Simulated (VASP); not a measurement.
# CdSe4 (P6/mmm) in VASP: single point with PBE

Aim: the single point of CdSe4 with PBE.

All numbers are computed with VASP 6.6.1; they aren't measurements. Logs are shortened: lines on timing, memory, paths and dates and some standing lists are left out, and cuts for length are marked.

### 1 The cell of the first run

The structure is hexagonal, space group P6/mmm (No. 191). Conventional cell: a = 5.768 Å, b = 5.768 Å, c = 5.435 Å, α = 90.00°, β = 90.00°, γ = 120.00°. Within 3.6 Å of Cd (site symmetry 6/mmm) lie 2 Se at 2.72 Å. Within 3.8 Å of Se (site symmetry mmm) lie 6 Se at 2.88 Å. Se (site symmetry 6/mmm) has 2 Cd at 2.72 Å and 6 Se at 2.88 Å within 3.6 Å.

The cell was generated, and may not be a known phase.

### 2 Single point, PBE

INCAR

```
SYSTEM = CdSe4
ALGO = Normal
EDIFF = 1E-6
ENCUT = 500
GGA = PE
GGA_COMPAT = .False.
ISIF = 2
ISMEAR = 0
LASPH = .True.
LCHARG = .False.
LREAL = .False.
LWAVE = .False.
NBANDS = 26
NELM = 120
PREC = Accurate
SIGMA = 0.2
```

KPOINTS

```
k-points
0
Gamma
  4 4 2
  0 0 0
```

POSCAR

```
CdSe4
1.0
    5.7678481896     -0.0000000035      0.0000000000
   -2.8839240918      4.9951030591      0.0000000000
    0.0000000000      0.0000000000      5.4347877914
Cd Se
1 4
Direct
    0.0000000000      0.0000000000      0.5000000000
    0.5000000000      0.0000000000      0.0000000000
    0.0000000000      0.5000000000      0.0000000000
    0.5000000000      0.5000000000      0.0000000000
    0.0000000000      0.0000000000      0.0000000000
```

Potentials or basis: VASP PAW PBE potentials, release 64 (Cd, Se).

On the command line:

```console
$ cat potpaw_PBE.64/Cd/POTCAR potpaw_PBE.64/Se/POTCAR > POTCAR
$ mpirun -np 1 vasp_std > vasp.out
```

OUTCAR:

```text
SYSTEM = CdSe4
   EDIFF = 1E-6
   ENCUT = 500
   GGA = PE
   ISIF = 2
   ISMEAR = 0
   LASPH = .True.
   LREAL = .False.
   NELM = 120
   PREC = Accurate

 ion  position               nearest neighbor table
   1  0.000  0.000  0.500-   5 2.72   5 2.72
   2  0.500  0.000  0.000-
   3  0.000  0.500  0.000-
   4  0.500  0.500  0.000-
   5  0.000  0.000  0.000-   1 2.72   1 2.72

  LATTYP: Found a hexagonal cell.
 ALAT       =     5.7678481896
 C/A-ratio  =     0.9422556927

  Lattice vectors:

 A1 = (   5.7678481896,  -0.0000000035,   0.0000000000)
 A2 = (  -2.8839240918,   4.9951030591,   0.0000000000)
 A3 = (   0.0000000000,   0.0000000000,   5.4347877914)

Analysis of symmetry for initial positions (statically):
=====================================================================
 Subroutine PRICEL returns:
 Original cell was already a primitive cell.

 Routine SETGRP: Setting up the symmetry group for a
 hexagonal supercell.

 Subroutine GETGRP returns: Found 24 space group operations
 (whereof 24 operations were pure point group operations)
 out of a pool of 24 trial point group operations.

The static configuration has the point symmetry D_6h.

Analysis of symmetry for dynamics (positions and initial velocities):
=====================================================================
 Subroutine PRICEL returns:
 Original cell was already a primitive cell.

 Routine SETGRP: Setting up the symmetry group for a
 hexagonal supercell.

 Subroutine GETGRP returns: Found 24 space group operations
 (whereof 24 operations were pure point group operations)
 out of a pool of 24 trial point group operations.

The dynamic configuration has the point symmetry D_6h.

 Subroutine INISYM returns: Found 24 space group operations
 (whereof 24 operations are pure point group operations),
 and found     1 'primitive' translations

----------------------------------------------------------------------------------------

                                     Primitive cell

  volume of cell :     156.5817

  direct lattice vectors                    reciprocal lattice vectors
[... 71 lines left out ...]
   LNONCOLLINEAR =      F non collinear calculations
   LSORBIT =      F    spin-orbit coupling
   LASPH  =      T    aspherical Exc in radial PAW
   ENCUT  =  500.0 eV  36.75 Ry    6.06 a.u.  10.52 10.52  9.91*2*pi/ulx,y,z
   NELM   =    120;   NELMIN=  2; NELMDL= -5     # of ELM steps
   EDIFF  = 0.1E-05   stopping-criterion for ELM
   LREAL  =      F    real-space projection
   EDIFFG = 0.1E-04   stopping-criterion for IOM
   NSW    =      0    number of steps for IOM
   IBRION =     -1    ionic relax: 0-MD 1-quasi-New 2-CG
   NFREE  =      0    steps in history (QN), initial steepest desc. (CG)
   ISIF   =      2    stress and relaxation
   ISYM   =      2    0-nonsym 1-usesym 2-fastsym
   POTIM  = 0.5000    time-step for ionic-motion
   TEBEG  =    0.0;   TEEND  =   0.0 temperature during run
   PSTRESS=    0.0 pullay stress
   NELECT =      36.0000    total number of electrons
   NUPDOWN=      -1.0000    fix difference up-down
   EMIN   =  10.00;   EMAX   =-10.00  energy-range for DOS
   EFERMI =   0.00;   METHOD = LEGACY
   ISMEAR =     0;   SIGMA  =   0.20  broadening in eV -4-tet -1-fermi 0-gaus
   EFERMI_NEDOS =   21; number of points for ismear=-14 and -15
   IALGO  =     38    algorithm
   IMIX   =      4    mixing-type and parameters
     AMIX     =   0.40;   BMIX     =  1.00
     AMIX_MAG =   1.60;   BMIX_MAG =  1.00
  volume/ion in A,a.u.               =      31.32       211.33
  Fermi-wavevector in a.u.,A,eV,Ry     =   1.002910  1.895225 13.685132  1.005829
  Thomas-Fermi vector in A             =   2.135428
   LORBIT       =      0    0 simple, 1 ext, 2 COOP (PROOUT), +10 PAW based schemes
   GGA     = PE    functional components
   LHFCALC =     F    Hartree Fock is set to
   AEXX    =    0.0000 exact exchange contribution
   IVDW    =     0    specifies the selected vdW correction
   LEPSILON=     F    determine dielectric tensor
   LRPA    =     F    only Hartree local field effects (RPA)
 non-spin polarized calculation
 Gauss-broadening in eV      SIGMA  =   0.20
  energy-cutoff  :      500.00
  volume of cell :      156.58
 maximum number of plane-waves:      4015
   NGX = 21   NGY = 21   NGZ = 19

 number of electron      35.9999990 magnetization

 Free energy of the ion-electron system (eV)
  ---------------------------------------------------
  ext. energy  EPLUGINS =         0.00000000
  ---------------------------------------------------
  free energy    TOTEN  =       -12.75909513 eV

  energy without entropy =      -12.59894537  energy(sigma->0) =      -12.67902025

 E-fermi :   1.0397     XC(G=0):  -8.2267

 val. band max:        1.0165248775   @ k =   0.2500   0.2500   0.0000
 cond. band min:       1.0428126713   @ k =   0.2500   0.2500   0.5000
 fundamental gap:      0.0262877938
 Fermi energy:         1.0396529694

 k-point     1 :       0.0000    0.0000    0.0000
  band No.  band energies     occupation
      1     -13.9627      2.00000
      2     -11.0145      2.00000
      3     -10.2801      2.00000
      4     -10.2801      2.00000
      5      -6.5299      2.00000
      6      -6.5299      2.00000
[... 221 lines left out ...]
     25       6.5057      0.00000
     26       8.0631      0.00000

------------------------ aborting loop because EDIFF is reached ----------------------------------------

  FORCE on cell =-STRESS in cart. coord.  units (eV):
  Direction    XX          YY          ZZ          XY          YZ          ZX
  --------------------------------------------------------------------------------------
  -------------------------------------------------------------------------------------
  Total       -0.2856181     -0.2856181      0.1457159      0.0000000     -0.0000000      0.0000000
  in kB       -2.9225065     -2.9225065      1.4909969      0.0000000     -0.0000000      0.0000000
  external PRESSURE =      -1.4513387 kB  Pullay stress =       0.0000000 kB

 VOLUME and BASIS-vectors are now :
 -----------------------------------------------------------------------------
  energy-cutoff  :      500.00
  volume of cell :      156.58
      direct lattice vectors                 reciprocal lattice vectors
     5.767848190 -0.000000003  0.000000000     0.173374882  0.100098035  0.000000000
    -2.883924092  4.995103059  0.000000000     0.000000000  0.200196070  0.000000000
     0.000000000  0.000000000  5.434787791     0.000000000  0.000000000  0.183999825

 POSITION                                       TOTAL-FORCE (eV/Angst)
 -----------------------------------------------------------------------------------
      0.00000      0.00000      2.71739         0.000000      0.000000      0.000000
      2.88392     -0.00000      0.00000        -0.000000      0.000000      0.000000
     -1.44196      2.49755      0.00000         0.000000      0.000000      0.000000
      1.44196      2.49755      0.00000        -0.000000      0.000000      0.000000
      0.00000      0.00000      0.00000        -0.000000      0.000000      0.000000
 -----------------------------------------------------------------------------------
    total drift:                                0.000000      0.000000     -0.000000

  FREE ENERGIE OF THE ION-ELECTRON SYSTEM (eV)
  ---------------------------------------------------
  free  energy   TOTEN  =       -12.7590951319 eV

  energy  without entropy=      -12.5989453705  energy(sigma->0) =      -12.67902025
```

It took 28 s on 1 thread of AMD EPYC 7R13 (Zen 3), shared host; peak memory 0.21 GiB.

What came out:

```
Free energy            : -12.7591 eV
Pressure               : -0.1 GPa
Band gap on the k mesh : zero (bands 18 and 19 overlap by 2.08 eV)
```

Caveat: the k points lie up to 0.58 Å⁻¹ apart, too coarse for converged energies and pressures of a metal.

The gap in the log of VASP goes by the Fermi energy; the results here count the filled bands.